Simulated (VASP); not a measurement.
# LaCoPO (P4/nmm) in VASP: single point with PBE+U

Aim: the single point of LaCoPO with PBE+U.

Everything below comes from runs of VASP 6.6.1. Logs are shortened: lines on timing, memory, paths and dates and some standing lists are left out, and cuts for length are marked.

## (1) The cell of the first run

The structure is tetragonal, space group P4/nmm (No. 129). Conventional cell: a = 3.991 Å, b = 3.991 Å, c = 8.265 Å, α = 90.00°, β = 90.00°, γ = 90.00°. La (site symmetry 4mm) has 4 O at 2.36 Å within 3.1 Å. Co (site symmetry -4m2) has 4 P at 2.22 Å and 4 Co at 2.82 Å within 2.9 Å. P (site symmetry 4mm) has 4 Co at 2.22 Å within 2.9 Å. O (site symmetry -4m2) has 4 La at 2.36 Å and 4 O at 2.82 Å within 3.1 Å.

## (2) Single point, PBE+U, collinear spin, ferromagnetic start

INCAR reads:

```
SYSTEM = LaCoPO
ALGO     = Normal         ! electronic algorithm
EDIFF    = 1E-6           ! SCF threshold, eV
ENCUT    = 520            ! plane-wave cutoff, eV
GGA      = PE             ! functional
ISIF     = 2              ! what is computed and relaxed
ISMEAR   = 0              ! smearing method
ISPIN    = 2              ! spin polarisation
LASPH    = .True.         ! aspherical terms in the spheres
LCHARG   = .False.        ! write CHGCAR
LDAU     = .True.         ! DFT+U
LDAUJ    = 0 0 0 0      
LDAUL    = -1 2 -1 -1     ! shell
LDAUPRINT= 1            
LDAUTYPE = 2            
LDAUU    = 0 3.3 0 0      ! U, eV
LMAXMIX  = 6              ! l up to which the mixer works
LORBIT   = 11             ! projections on sites
LREAL    = .False.        ! projectors in reciprocal space
LWAVE    = .False.        ! write WAVECAR
MAGMOM   = 0 0 3 3 0 0 0 0 ! initial moments
NBANDS   = 45             ! bands
NELM     = 150            ! most SCF steps
PREC     = Accurate       ! precision mode
SIGMA    = 0.05           ! smearing width, eV
```

KPOINTS reads:

```
k-points
0
Gamma
  4 4 2
  0 0 0
```

POSCAR reads:

```
LaCoPO
1.0
    3.9912560000      0.0000000000      0.0000000000
    0.0000000000      3.9912560000      0.0000000000
    0.0000000000      0.0000000000      8.2649260000
La Co P O
2 2 2 2
Direct
    0.0000000000      0.5000000000      0.8468680000
    0.5000000000      0.0000000000      0.1531320000
    0.5000000000      0.5000000000      0.5000000000
    0.0000000000      0.0000000000      0.5000000000
    0.5000000000      0.0000000000      0.6183690000
    0.0000000000      0.5000000000      0.3816310000
    0.0000000000      0.0000000000      0.0000000000
    0.5000000000      0.5000000000      0.0000000000
```

Potentials or basis: VASP PAW PBE potentials, release 64 (La, Co, P, O).

Command:

```bash
$ cat potpaw_PBE.64/La/POTCAR potpaw_PBE.64/Co/POTCAR potpaw_PBE.64/P/POTCAR potpaw_PBE.64/O/POTCAR > POTCAR
$ mpirun -np 1 vasp_std > vasp.out
```

OUTCAR:

```text
SYSTEM = LaCoPO
   EDIFF = 1E-6
   ENCUT = 520
   GGA = PE
   ISIF = 2
   ISMEAR = 0
   ISPIN = 2
   LASPH = .True.
   LORBIT = 11
   LREAL = .False.
   NELM = 150
   PREC = Accurate

 ion  position               nearest neighbor table
   1  0.000  0.500  0.847-   7 2.36   8 2.36   7 2.36   8 2.36
   2  0.500  0.000  0.153-   7 2.36   8 2.36   8 2.36   7 2.36
   3  0.500  0.500  0.500-   5 2.22   6 2.22   5 2.22   6 2.22   4 2.82   4 2.82   4 2.82   4 2.82

   4  0.000  0.000  0.500-   5 2.22   6 2.22   6 2.22   5 2.22   3 2.82   3 2.82   3 2.82   3 2.82

   5  0.500  0.000  0.618-   3 2.22   4 2.22   3 2.22   4 2.22
   6  0.000  0.500  0.382-   3 2.22   4 2.22   4 2.22   3 2.22
   7  0.000  0.000  0.000-   1 2.36   2 2.36   1 2.36   2 2.36
   8  0.500  0.500  0.000-   1 2.36   2 2.36   2 2.36   1 2.36

  LATTYP: Found a simple tetragonal cell.
 ALAT       =     3.9912560000
 C/A-ratio  =     2.0707581774

  Lattice vectors:

 A1 = (   3.9912560000,   0.0000000000,   0.0000000000)
 A2 = (   0.0000000000,   3.9912560000,   0.0000000000)
 A3 = (   0.0000000000,   0.0000000000,   8.2649260000)

Analysis of symmetry for initial positions (statically):
=====================================================================
 Subroutine PRICEL returns:
 Original cell was already a primitive cell.

 Routine SETGRP: Setting up the symmetry group for a
 simple tetragonal supercell.

 Subroutine GETGRP returns: Found 16 space group operations
 (whereof  8 operations were pure point group operations)
 out of a pool of 16 trial point group operations.

The static configuration has the point symmetry D_2d.
 The point group associated with its full space group is D_4h.

Analysis of symmetry for dynamics (positions and initial velocities):
=====================================================================
 Subroutine PRICEL returns:
 Original cell was already a primitive cell.

 Routine SETGRP: Setting up the symmetry group for a
 simple tetragonal supercell.

 Subroutine GETGRP returns: Found 16 space group operations
 (whereof  8 operations were pure point group operations)
 out of a pool of 16 trial point group operations.

The dynamic configuration has the point symmetry D_2d.
[... 222 lines left out ...]

 number of electron      61.9999979 magnetization       1.6160407

 Free energy of the ion-electron system (eV)
  ---------------------------------------------------
  ext. energy  EPLUGINS =         0.00000000
  ---------------------------------------------------
  free energy    TOTEN  =       -54.80428204 eV

  energy without entropy =      -54.80098762  energy(sigma->0) =      -54.80263483

 E-fermi :   8.4172     XC(G=0): -10.8513

 val. band max:        8.3425070160   @ k =   0.5000   0.2500   0.0000
 cond. band min:       8.4392234664   @ k =   0.5000   0.2500   0.5000
 fundamental gap:      0.0967164504
 Fermi energy:         8.4172298543

 spin component 1

 k-point     1 :       0.0000    0.0000    0.0000
  band No.  band energies     occupation
      1     -23.6292      1.00000
      2     -23.4128      1.00000
      3     -10.9584      1.00000
      4      -9.5234      1.00000
      5      -7.4753      1.00000
      6      -7.4753      1.00000
[... 541 lines left out ...]
     42      11.6338      0.00000
     43      11.7053      0.00000
 Fermi energy:         8.4172298543

 spin component 2

 k-point     1 :       0.0000    0.0000    0.0000
  band No.  band energies     occupation
      1     -23.6255      1.00000
      2     -23.4090      1.00000
      3     -10.9530      1.00000
      4      -9.5162      1.00000
      5      -7.4680      1.00000
      6      -7.4680      1.00000
[... 541 lines left out ...]
     42      11.6668      0.00000
     43      11.7239      0.00000
 [bands above 43 left out]

------------------------ aborting loop because EDIFF is reached ----------------------------------------

  FORCE on cell =-STRESS in cart. coord.  units (eV):
  Direction    XX          YY          ZZ          XY          YZ          ZX
  --------------------------------------------------------------------------------------
  -------------------------------------------------------------------------------------
  Total       -0.4758288     -0.4758288     -0.0546514      0.0000000      0.0000000      0.0000000
  in kB       -5.7903282     -5.7903282     -0.6650497      0.0000000      0.0000000      0.0000000
  external PRESSURE =      -4.0819021 kB  Pullay stress =       0.0000000 kB

 VOLUME and BASIS-vectors are now :
 -----------------------------------------------------------------------------
  energy-cutoff  :      520.00
  volume of cell :      131.66
      direct lattice vectors                 reciprocal lattice vectors
     3.991256000  0.000000000  0.000000000     0.250547697  0.000000000  0.000000000
     0.000000000  3.991256000  0.000000000     0.000000000  0.250547697  0.000000000
     0.000000000  0.000000000  8.264926000     0.000000000  0.000000000  0.120993219

 POSITION                                       TOTAL-FORCE (eV/Angst)
 -----------------------------------------------------------------------------------
      0.00000      1.99563      6.99930         0.000000      0.000000      0.038092
      1.99563      0.00000      1.26562         0.000000     -0.000000     -0.038092
      1.99563      1.99563      4.13246        -0.000000      0.000000      0.000000
      0.00000      0.00000      4.13246        -0.000000     -0.000000      0.000000
      1.99563      0.00000      5.11077        -0.000000     -0.000000      0.129218
      0.00000      1.99563      3.15415        -0.000000     -0.000000     -0.129218
      0.00000      0.00000      0.00000        -0.000000     -0.000000      0.000000
      1.99563      1.99563      0.00000        -0.000000      0.000000      0.000000
 -----------------------------------------------------------------------------------
    total drift:                                0.000000      0.000000      0.000000

  FREE ENERGIE OF THE ION-ELECTRON SYSTEM (eV)
  ---------------------------------------------------
  free  energy   TOTEN  =       -54.8042820431 eV

  energy  without entropy=      -54.8009876192  energy(sigma->0) =      -54.80263483

 total charge

# of ion       s       p       d       f       tot
--------------------------------------------------
    1        2.019   5.680   0.671   0.241   8.611
    2        2.019   5.680   0.671   0.241   8.611
    3        0.443   0.520   7.593   0.000   8.556
    4        0.443   0.520   7.593   0.000   8.556
    5        1.031   1.454   0.000   0.000   2.486
    6        1.031   1.454   0.000   0.000   2.486
    7        1.571   3.469   0.000   0.000   5.040
    8        1.571   3.469   0.000   0.000   5.040
--------------------------------------------------
tot         10.129  22.246  16.529   0.481  49.385

 magnetization (x)

# of ion       s       p       d       f       tot
--------------------------------------------------
    1       -0.000   0.001   0.004   0.003   0.008
    2       -0.000   0.001   0.004   0.003   0.008
    3        0.010   0.001   0.792   0.000   0.803
    4        0.010   0.001   0.792   0.000   0.803
    5       -0.000   0.004   0.000   0.000   0.004
    6       -0.000   0.004   0.000   0.000   0.004
    7        0.000   0.004   0.000   0.000   0.004
    8        0.000   0.004   0.000   0.000   0.004
--------------------------------------------------
tot          0.019   0.019   1.592   0.007   1.637
```

OSZICAR:

```text
N       E                     dE             d eps       ncg     rms          rms(c)
DAV:   1     0.653116310026E+03    0.65312E+03   -0.23306E+04  2192   0.200E+03
DAV:   2     0.123096700686E+03   -0.53002E+03   -0.47833E+03  2408   0.368E+02
DAV:   3    -0.377563367553E+02   -0.16085E+03   -0.15135E+03  2922   0.196E+02
[... 10 lines left out ...]
DAV:  14    -0.548040379433E+02   -0.44499E-03   -0.21822E-03  4152   0.273E-01    0.138E-01
DAV:  15    -0.548042445973E+02   -0.20665E-03   -0.37954E-04  3840   0.135E-01    0.900E-02
DAV:  16    -0.548042695812E+02   -0.24984E-04   -0.15054E-04  3912   0.911E-02    0.410E-02
DAV:  17    -0.548042784877E+02   -0.89065E-05   -0.79070E-05  3920   0.546E-02    0.214E-02
DAV:  18    -0.548042815946E+02   -0.31069E-05   -0.11531E-05  3520   0.237E-02    0.130E-02
DAV:  19    -0.548042820431E+02   -0.44846E-06   -0.30155E-06  2472   0.164E-02
   1 F= -.54804282E+02 E0= -.54802635E+02  d E =-.329442E-02  mag=     1.6165
```

stdout:

```text
POSCAR found type information on POSCAR LaCoP O
 POSCAR found :  4 types and       8 ions
 scaLAPACK will be used
 LDA part: xc-table for (Slater+PW92), standard interpolation
 POSCAR, INCAR and KPOINTS ok, starting setup
 FFT: planning ... GRIDC
 FFT: planning ... GRID_SOFT
 FFT: planning ... GRID
 WAVECAR not read
 entering main loop
```

Run time: 7.3 min. Hardware: 1 thread of Intel Xeon 8259CL, shared host; peak memory 0.35 GiB.

Results:

- Free energy: -54.8043 eV
- Pressure: -0.4 GPa
- Largest force: 0.129 eV/Å
- Net moment: 1.62 μB per cell
- Site moments: La +0.01; Co +0.80; P +0.00; O +0.00 μB
- Valence electrons inside the program's atomic spheres: La 8.61; Co 8.56; P 2.49; O 5.04

Forces in eV/Å, atoms in the order of the input:
```
La   0.000  0.000  0.038
La   0.000  0.000 -0.038
Co   0.000  0.000  0.000
Co   0.000  0.000  0.000
P    0.000  0.000  0.129
P    0.000  0.000 -0.129
O    0.000  0.000  0.000
O    0.000  0.000  0.000
```

Stress tensor (GPa, compression positive):
```
-0.58  0.00  0.00
 0.00 -0.58  0.00
 0.00  0.00 -0.07
```

Levels at points of the mesh, in eV from the Fermi level:
Spin up:
| k point | band 27 | band 28 | band 29 | band 30 | band 31 | band 32 | band 33 | band 34 | band 35 | band 36 |
| --- | --- | --- | --- | --- | --- | --- | --- | --- | --- | --- |
| (0.00, 0.00, 0.00) | -2.14 | -2.10 | -1.23 | -1.23 | -0.93 | 1.60 | 1.70 | 2.01 | 2.01 | 2.15 |
| (0.50, 0.00, 0.00) | -2.52 | -2.52 | -1.59 | -1.59 | 0.37 | 0.37 | 0.72 | 0.72 | 2.43 | 2.43 |
| (0.50, 0.50, 0.00) | -1.91 | -1.91 | -1.79 | -1.79 | -1.58 | -1.58 | -1.35 | -1.35 | 2.77 | 2.77 |
| (0.00, 0.00, 0.50) | -2.14 | -2.02 | -1.22 | -1.22 | -0.69 | 1.23 | 1.59 | 1.89 | 1.89 | 2.04 |
| (0.50, 0.00, 0.50) | -2.49 | -2.49 | -1.62 | -1.62 | 0.46 | 0.46 | 0.84 | 0.84 | 2.49 | 2.49 |
| (0.50, 0.50, 0.50) | -1.90 | -1.90 | -1.84 | -1.84 | -1.58 | -1.58 | -1.38 | -1.38 | 2.82 | 2.82 |
Spin down:
```
           k point  band 26  band 27  band 28  band 29  band 30  band 31  band 32  band 33  band 34  band 35
(0.00, 0.00, 0.00)    -1.42    -1.26    -0.72    -0.72    -0.29     1.28     1.72     1.83     2.16     2.32
(0.50, 0.00, 0.00)    -1.84    -1.31    -1.31    -0.97    -0.97     1.08     1.08     1.52     1.52     2.50
(0.50, 0.50, 0.00)    -1.68    -1.45    -1.45    -1.27    -1.27    -1.05    -1.05     1.11     1.11     2.79
(0.00, 0.00, 0.50)    -1.43    -1.15    -0.73    -0.73    -0.14     1.28     1.31     1.61     2.18     2.18
(0.50, 0.00, 0.50)    -1.81    -1.29    -1.29    -1.01    -1.01     1.21     1.21     1.57     1.57     2.55
(0.50, 0.50, 0.50)    -1.67    -1.56    -1.56    -1.27    -1.27    -1.08    -1.08     1.11     1.11     2.82
```

Eigenvalues of the final occupation matrices:
```csv
site,spin,trace,eigenvalues
site 3 d,1,4.21,0.79 0.82 0.82 0.86 0.92
site 3 d,2,3.42,0.35 0.73 0.77 0.79 0.79
site 4 d,1,4.21,0.79 0.82 0.82 0.86 0.92
site 4 d,2,3.42,0.35 0.73 0.77 0.79 0.79
```

Caveat: the k points lie up to 0.39 Å⁻¹ apart; spin-orbit coupling is left out, which moves the levels of the heavy elements. The state reached can hang on the start; a lower one may exist.
